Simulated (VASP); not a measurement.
# PbS in VASP: further runs

PbS is run at these levels: PBE, BLYP, LDA; tasks: single point.

Everything below comes from runs of VASP 6.6.1. Logs are shortened: lines on timing, memory, paths and dates and some standing lists are left out, and cuts for length are marked.

## (1) The cell of the first run

The cell holds a slab with vacuum, 4 atoms: a = 4.219 Å, b = 4.219 Å, c = 11.222 Å, α = 93.97°, β = 93.97°, γ = 89.98°.

## (2) Single point, PBE

INCAR

```
ALGO = Normal
EDIFF = 1E-6
ENCUT = 500
GGA = PE
GGA_COMPAT = F
ISIF = 2
ISMEAR = 0
ISYM = 0
LASPH = T
LCHARG = F
LREAL = F
LWAVE = F
NBANDS = 28
NELM = 120
PREC = Accurate
SIGMA = 0.1
```

KPOINTS

```
k-points
0
Gamma
  1 2 2
```

POSCAR

```
PbS
1.0
    2.9838607981     -2.9828938700      0.0000000000
    2.9838607981      2.9828938700      0.0000000000
   -1.0986781904      0.0000000000     11.1678408944
Pb S
2 2
Direct
    0.2263653800      0.2263653800      0.3722110100
    0.7736346200      0.7736346200      0.6277889900
    0.7295120500      0.7295120500      0.3897323800
    0.2704879500      0.2704879500      0.6102676200
```

Potentials or basis: VASP PAW PBE potentials, release 64 (Pb_d, S).

Run with:

```console
$ cat potpaw_PBE.64/Pb_d/POTCAR potpaw_PBE.64/S/POTCAR > POTCAR
$ mpirun -np 1 vasp_std > vasp.out
```

OUTCAR:

```text
EDIFF = 1E-6
   ENCUT = 500
   GGA = PE
   ISIF = 2
   ISMEAR = 0
   ISYM = 0
   LASPH = T
   LREAL = F
   NELM = 120
   PREC = Accurate

 ion  position               nearest neighbor table
   1  0.226  0.226  0.372-   4 2.66   3 2.99   3 2.99   3 2.99   3 2.99   2 4.13   2 4.13   2 4.13
                             2 4.13
   2  0.774  0.774  0.628-   3 2.66   4 2.99   4 2.99   4 2.99   4 2.99   1 4.13   1 4.13   1 4.13
                             1 4.13
   3  0.730  0.730  0.390-   2 2.66   1 2.99   1 2.99   1 2.99   1 2.99
   4  0.270  0.270  0.610-   1 2.66   2 2.99   2 2.99   2 2.99   2 2.99

IMPORTANT INFORMATION: All symmetrisations will be switched off!
NOSYMM: (Re-)initialisation of all symmetry stuff for point group C_1.

----------------------------------------------------------------------------------------

                                     Primitive cell

  volume of cell :     198.7996

  direct lattice vectors                    reciprocal lattice vectors
     2.983860798 -2.982893870  0.000000000     0.167568139 -0.167622457  0.016485143
     2.983860798  2.982893870  0.000000000     0.167568139  0.167622457  0.016485143
    -1.098678190  0.000000000 11.167840894     0.000000000  0.000000000  0.089542823

  length of vectors
     4.219132743  4.219132743 11.221754052     0.237588150  0.237588150  0.089542823

  position of ions in fractional coordinates (direct lattice)
     0.226365380  0.226365380  0.372211010
     0.773634620  0.773634620  0.627788990
     0.729512050  0.729512050  0.389732380
     0.270487950  0.270487950  0.610267620

  ion indices of the primitive-cell ions
   primitive index   ion index
                 1           1
                 2           2
                 3           3
                 4           4

----------------------------------------------------------------------------------------

 KPOINTS: k-points

Automatic generation of k-mesh.
 Grid dimensions read from file:
 generate k-points for:    1    2    2

 Generating k-lattice:

  Cartesian coordinates                     Fractional coordinates (reciprocal lattice)
     0.167568139 -0.167622457  0.016485143     1.000000000  0.000000000 -0.000000000
     0.083784069  0.083811229  0.008242572     0.000000000  0.500000000 -0.000000000
[... 56 lines left out ...]
   LASPH  =      T    aspherical Exc in radial PAW
   ENCUT  =  500.0 eV  36.75 Ry    6.06 a.u.   7.69  7.69 20.46*2*pi/ulx,y,z
   NELM   =    120;   NELMIN=  2; NELMDL= -5     # of ELM steps
   EDIFF  = 0.1E-05   stopping-criterion for ELM
   LREAL  =      F    real-space projection
   EDIFFG = 0.1E-04   stopping-criterion for IOM
   NSW    =      0    number of steps for IOM
   IBRION =     -1    ionic relax: 0-MD 1-quasi-New 2-CG
   NFREE  =      0    steps in history (QN), initial steepest desc. (CG)
   ISIF   =      2    stress and relaxation
   ISYM   =      0    0-nonsym 1-usesym 2-fastsym
   POTIM  = 0.5000    time-step for ionic-motion
   TEBEG  =    0.0;   TEEND  =   0.0 temperature during run
   PSTRESS=    0.0 pullay stress
   NELECT =      40.0000    total number of electrons
   NUPDOWN=      -1.0000    fix difference up-down
   EMIN   =  10.00;   EMAX   =-10.00  energy-range for DOS
   EFERMI =   0.00;   METHOD = LEGACY
   ISMEAR =     0;   SIGMA  =   0.10  broadening in eV -4-tet -1-fermi 0-gaus
   EFERMI_NEDOS =   21; number of points for ismear=-14 and -15
   IALGO  =     38    algorithm
   IMIX   =      4    mixing-type and parameters
     AMIX     =   0.40;   BMIX     =  1.00
     AMIX_MAG =   1.60;   BMIX_MAG =  1.00
  volume/ion in A,a.u.               =      49.70       335.39
  Fermi-wavevector in a.u.,A,eV,Ry     =   0.959304  1.812822 12.520957  0.920264
  Thomas-Fermi vector in A             =   2.088488
   LORBIT       =      0    0 simple, 1 ext, 2 COOP (PROOUT), +10 PAW based schemes
   GGA     = PE    functional components
   LHFCALC =     F    Hartree Fock is set to
   AEXX    =    0.0000 exact exchange contribution
   IVDW    =     0    specifies the selected vdW correction
   LEPSILON=     F    determine dielectric tensor
   LRPA    =     F    only Hartree local field effects (RPA)
 non-spin polarized calculation
 Gauss-broadening in eV      SIGMA  =   0.10
  energy-cutoff  :      500.00
  volume of cell :      198.80
 maximum number of plane-waves:      5070
 NGX is ok and might be reduce to    30
   NGX = 15   NGY = 15   NGZ = 41

 number of electron      39.9999993 magnetization

 Free energy of the ion-electron system (eV)
  ---------------------------------------------------
  ext. energy  EPLUGINS =         0.00000000
  ---------------------------------------------------
  free energy    TOTEN  =       -13.99044837 eV

  energy without entropy =      -13.99044837  energy(sigma->0) =      -13.99044837

 E-fermi :   1.0730     XC(G=0):  -5.9508

 val. band max:        0.5643765446   @ k =   0.0000   0.0000   0.0000
 cond. band min:       2.3180630956   @ k =   0.0000   0.0000   0.5000
 fundamental gap:      1.7536865510
 Fermi energy:         1.0729615694

 k-point     1 :       0.0000    0.0000    0.0000
  band No.  band energies     occupation
      1     -15.9468      2.00000
      2     -15.9155      2.00000
      3     -15.9098      2.00000
      4     -15.8702      2.00000
      5     -15.8526      2.00000
      6     -15.8304      2.00000
[... 113 lines left out ...]
     27       6.5173      0.00000
     28       6.9891      0.00000

------------------------ aborting loop because EDIFF is reached ----------------------------------------

  FORCE on cell =-STRESS in cart. coord.  units (eV):
  Direction    XX          YY          ZZ          XY          YZ          ZX
  --------------------------------------------------------------------------------------
  -------------------------------------------------------------------------------------
  Total        7.6891560      7.7201010     -2.4537035     -3.4962174      0.0038796     -0.0078826
  in kB       61.9688848     62.2182786    -19.7750275    -28.1769146      0.0312664     -0.0635276
  external PRESSURE =      34.8040453 kB  Pullay stress =       0.0000000 kB

 VOLUME and BASIS-vectors are now :
 -----------------------------------------------------------------------------
  energy-cutoff  :      500.00
  volume of cell :      198.80
      direct lattice vectors                 reciprocal lattice vectors
     2.983860798 -2.982893870  0.000000000     0.167568139 -0.167622457  0.016485143
     2.983860798  2.982893870  0.000000000     0.167568139  0.167622457  0.016485143
    -1.098678190  0.000000000 11.167840894     0.000000000  0.000000000  0.089542823

 POSITION                                       TOTAL-FORCE (eV/Angst)
 -----------------------------------------------------------------------------------
      0.94195      0.00000      4.15679         0.000161      0.000207      0.237104
      3.92710      0.00000      7.01105        -0.000168     -0.000188     -0.237103
      3.92533      0.00000      4.35247         0.003583     -0.001742      0.703588
      0.94371      0.00000      6.81537        -0.003576      0.001723     -0.703588
 -----------------------------------------------------------------------------------
    total drift:                                0.000011     -0.000035     -0.000012

  FREE ENERGIE OF THE ION-ELECTRON SYSTEM (eV)
  ---------------------------------------------------
  free  energy   TOTEN  =       -13.9904483661 eV

  energy  without entropy=      -13.9904483661  energy(sigma->0) =      -13.99044837
```

Run time: 16 s. Hardware: 1 thread of AMD EPYC 9R45 (Zen 5), shared host; peak memory 0.23 GiB.

Results:

```
Free energy            : -13.9904 eV
Largest force          : 0.704 eV/Å
Band gap on the k mesh : 1.75 eV
```

Forces on the atoms (eV/Å):
```
Pb   0.000  0.000  0.237
Pb   0.000  0.000 -0.237
S    0.004 -0.002  0.704
S   -0.004  0.002 -0.704
```

Caveat: the k points lie up to 1.49 Å⁻¹ apart; spin-orbit coupling is left out, which moves the levels of the heavy elements.

## (3) Single point, BLYP

INCAR

```
  PREC = Accurate
  ENCUT = 500
  EDIFF = 1E-6
  ISMEAR = 0
  SIGMA = 0.1
  LREAL = F
  LASPH = T
  NELM = 120
  ALGO = Normal
  ISIF = 2
  LWAVE = F
  LCHARG = T
  GGA = B5
  ALDAX = 1.0
  AGGAX = 1.0
  AGGAC = 1.0
  ALDAC = 0.0
  LELF = T
  LVHAR = T
  NBANDS = 28
  GGA_COMPAT = F
```

KPOINTS

```
Automatic mesh
0
Gamma
  4 4 2
```

POSCAR is that of step 2.

Potentials or basis: VASP PAW PBE potentials, release 64 (Pb_d, S).

Run with:

```console
$ cat potpaw_PBE.64/Pb_d/POTCAR potpaw_PBE.64/S/POTCAR > POTCAR
$ mpirun -np 1 vasp_std > vasp.out
```

Wall time 92 s (1 thread of AMD EPYC 9R45 (Zen 5), shared host); peak memory 0.27 GiB.

The run converged. Its results:

- Free energy: -15.3243 eV
- Largest force: 0.486 eV/Å
- Band gap on the k mesh: 1.95 eV (least direct gap 1.97 eV)

Forces in eV/Å, atoms in the order of the input:
```
Pb   0.000  0.000 -0.486
Pb   0.000  0.000  0.486
S    0.003  0.000 -0.345
S   -0.003  0.000  0.345
```

Levels at points of the mesh, in eV from the valence-band top:
```csv
k point,band 18,band 19,band 20,band 21,band 22,band 23
"(0.00, 0.00, 0.00)",-1.18,-1.18,-0.02,2.15,3.71,5.39
"(0.50, 0.00, 0.00)",-0.85,0.00,0.00,2.23,2.23,3.21
"(0.50, 0.50, 0.00)",-2.49,-1.24,-1.24,4.26,4.28,5.18
"(0.00, 0.00, 0.50)",-1.18,-1.18,-0.02,1.95,4.67,5.17
"(0.50, 0.00, 0.50)",-0.85,0.00,0.00,2.22,2.23,3.21
"(0.50, 0.50, 0.50)",-2.49,-1.24,-1.24,4.24,4.26,5.16
```

Caveat: the PAW data sets were made with another functional, which shifts forces and pressure a little; spin-orbit coupling is left out, which moves the levels of the heavy elements.

## (4) Single point, PBE

INCAR

```
PREC = Accurate
ENCUT = 500
EDIFF = 1E-6
ISMEAR = -1
SIGMA = 0.1
LREAL = F
LASPH = T
NELM = 120
ALGO = Normal
ISIF = 2
LWAVE = F
LCHARG = T
GGA = PE
LELF = T
LVHAR = T
NBANDS = 28
GGA_COMPAT = F
```

KPOINTS

```
regular mesh
0
Gamma
  4 4 2
```

POSCAR is that of step 3.

Run with:

```console
$ cat potpaw_PBE.64/Pb_d/POTCAR potpaw_PBE.64/S/POTCAR > POTCAR
$ mpirun -np 1 vasp_std > vasp.out
```

Wall time 46 s (1 thread of AMD EPYC 9R45 (Zen 5), shared host); peak memory 0.27 GiB.

The run converged. Its results:

* Free energy: -17.3066 eV
* Largest force: 0.133 eV/Å
* Band gap on the k mesh: 2.05 eV (least direct gap 2.06 eV)

Forces in eV/Å, atoms in the order of the input:
```
Pb   0.000  0.000 -0.109
Pb   0.000  0.000  0.109
S    0.003  0.000 -0.133
S   -0.003  0.000  0.133
```

Levels at points of the mesh, in eV from the valence-band top:
| k point | band 18 | band 19 | band 20 | band 21 | band 22 | band 23 |
| --- | --- | --- | --- | --- | --- | --- |
| (0.00, 0.00, 0.00) | -1.18 | -1.18 | 0.00 | 2.26 | 3.78 | 5.12 |
| (0.50, 0.00, 0.00) | -0.87 | -0.01 | -0.01 | 2.21 | 2.21 | 3.24 |
| (0.50, 0.50, 0.00) | -2.53 | -1.24 | -1.23 | 4.38 | 4.40 | 5.25 |
| (0.00, 0.00, 0.50) | -1.18 | -1.18 | -0.01 | 2.05 | 4.79 | 5.12 |
| (0.50, 0.00, 0.50) | -0.87 | -0.01 | -0.01 | 2.20 | 2.21 | 3.24 |
| (0.50, 0.50, 0.50) | -2.53 | -1.24 | -1.23 | 4.36 | 4.38 | 5.23 |

Caveat: spin-orbit coupling is left out, which moves the levels of the heavy elements.

## (5) Single point, PBE

INCAR

```
SYSTEM = PbS
ALGO = Normal
EDIFF = 1E-6
ENCUT = 500
GGA = PE
GGA_COMPAT = .FALSE.
ISIF = 2
ISMEAR = 0
LASPH = .TRUE.
LCHARG = .TRUE.
LELF = .TRUE.
LREAL = .FALSE.
LVHAR = .TRUE.
LWAVE = .FALSE.
NBANDS = 28
NELM = 120
PREC = Accurate
SIGMA = 0.01
```

KPOINTS

```
k-points
0
G
  4 4 2
  0 0 0
```

POSCAR is that of step 4.

Run with:

```console
$ cat potpaw_PBE.64/Pb_d/POTCAR potpaw_PBE.64/S/POTCAR > POTCAR
$ mpirun -np 1 vasp_std > vasp.out
```

It took 45 s on 1 thread of AMD EPYC 9R45 (Zen 5), shared host; peak memory 0.26 GiB.

It converged, with:

```
Free energy            : -17.3066 eV
Largest force          : 0.133 eV/Å
Band gap on the k mesh : 2.05 eV (least direct gap 2.06 eV)
```

Forces in eV/Å, atoms in the order of the input:
```
Pb   0.000  0.000 -0.109
Pb   0.000  0.000  0.109
S    0.003  0.000 -0.133
S   -0.003  0.000  0.133
```

Levels at points of the mesh, in eV from the valence-band top:
```tsv
k point	band 18	band 19	band 20	band 21	band 22	band 23
(0.00, 0.00, 0.00)	-1.18	-1.18	0.00	2.26	3.78	5.12
(0.50, 0.00, 0.00)	-0.87	-0.01	-0.01	2.21	2.21	3.24
(0.50, 0.50, 0.00)	-2.53	-1.24	-1.23	4.38	4.40	5.25
(0.00, 0.00, 0.50)	-1.18	-1.18	-0.01	2.05	4.79	5.12
(0.50, 0.00, 0.50)	-0.87	-0.01	-0.01	2.20	2.21	3.24
(0.50, 0.50, 0.50)	-2.53	-1.24	-1.23	4.36	4.38	5.23
```

Caveat: spin-orbit coupling is left out, which moves the levels of the heavy elements.

## (6) Single point, LDA

INCAR

```
SYSTEM = PbS
PREC = Accurate
ENCUT = 520
EDIFF = 1E-7
ISMEAR = 0
SIGMA = 0.1
LREAL = .FALSE.
LASPH = .TRUE.
NELM = 100
ALGO = Normal
ISIF = 2
LWAVE = .FALSE.
LCHARG = .TRUE.
GGA = CA
LELF = .TRUE.
LVHAR = .TRUE.
NBANDS = 28
```

KPOINTS

```
regular mesh
0
G
  4 4 2
  0 0 0
```

POSCAR is that of step 5.

Potentials or basis: VASP PAW LDA potentials, release 64 (Pb_d, S).

Run with:

```console
$ cat potpaw_LDA.64/Pb_d/POTCAR potpaw_LDA.64/S/POTCAR > POTCAR
$ mpirun -np 1 vasp_std > vasp.out
```

Wall time 2.7 min (1 thread of Intel Xeon 8259CL, shared host); peak memory 0.26 GiB.

The run converged. Its results:

- Free energy: -19.4250 eV
- Largest force: 0.294 eV/Å
- Band gap on the k mesh: 2.01 eV

Forces in eV/Å, atoms in the order of the input:
```
Pb   0.000  0.000  0.294
Pb   0.000  0.000 -0.294
S    0.003  0.000  0.145
S   -0.003  0.000 -0.145
```

Levels at points of the mesh, in eV from the valence-band top:
| k point | band 18 | band 19 | band 20 | band 21 | band 22 | band 23 |
| --- | --- | --- | --- | --- | --- | --- |
| (0.00, 0.00, 0.00) | -1.20 | -1.20 | 0.00 | 2.17 | 3.99 | 4.96 |
| (0.50, 0.00, 0.00) | -0.87 | -0.04 | -0.04 | 2.06 | 2.06 | 3.09 |
| (0.50, 0.50, 0.00) | -2.59 | -1.25 | -1.25 | 4.30 | 4.32 | 5.13 |
| (0.00, 0.00, 0.50) | -1.20 | -1.20 | 0.00 | 2.01 | 4.79 | 4.96 |
| (0.50, 0.00, 0.50) | -0.87 | -0.04 | -0.04 | 2.06 | 2.06 | 3.09 |
| (0.50, 0.50, 0.50) | -2.59 | -1.25 | -1.25 | 4.28 | 4.29 | 5.12 |

Caveat: spin-orbit coupling is left out, which moves the levels of the heavy elements.

## (7) The runs side by side

| level | potentials or basis | k mesh | cutoff (eV) | smearing | gap on the mesh (eV) | largest force (eV/Å) |
| --- | --- | --- | --- | --- | --- | --- |
| PBE | VASP PAW PBE potentials, release 64 (Pb_d, S) | 1 × 2 × 2 | 500 | gaussian 0.1 eV | 1.75 | 0.70 |
| BLYP | VASP PAW PBE potentials, release 64 (Pb_d, S) | 4 × 4 × 2 | 500 | gaussian 0.1 eV | 1.95 | 0.49 |
| PBE | VASP PAW PBE potentials, release 64 (Pb_d, S) | 4 × 4 × 2 | 500 | fermi-dirac 0.1 eV | 2.05 | 0.13 |
| PBE | VASP PAW PBE potentials, release 64 (Pb_d, S) | 4 × 4 × 2 | 500 | gaussian 0.01 eV | 2.05 | 0.13 |
| LDA | VASP PAW LDA potentials, release 64 (Pb_d, S) | 4 × 4 × 2 | 520 | gaussian 0.1 eV | 2.01 | 0.29 |

Alike in all rows: task single point; no spin polarisation; cell as given.

Caveats: some runs use coarse meshes; spin-orbit coupling is left out, which moves the levels of the heavy elements; the PAW data sets were made with another functional, which shifts forces and pressure a little (at least some runs).

Absolute energies hang on the potentials; compare differences alone.
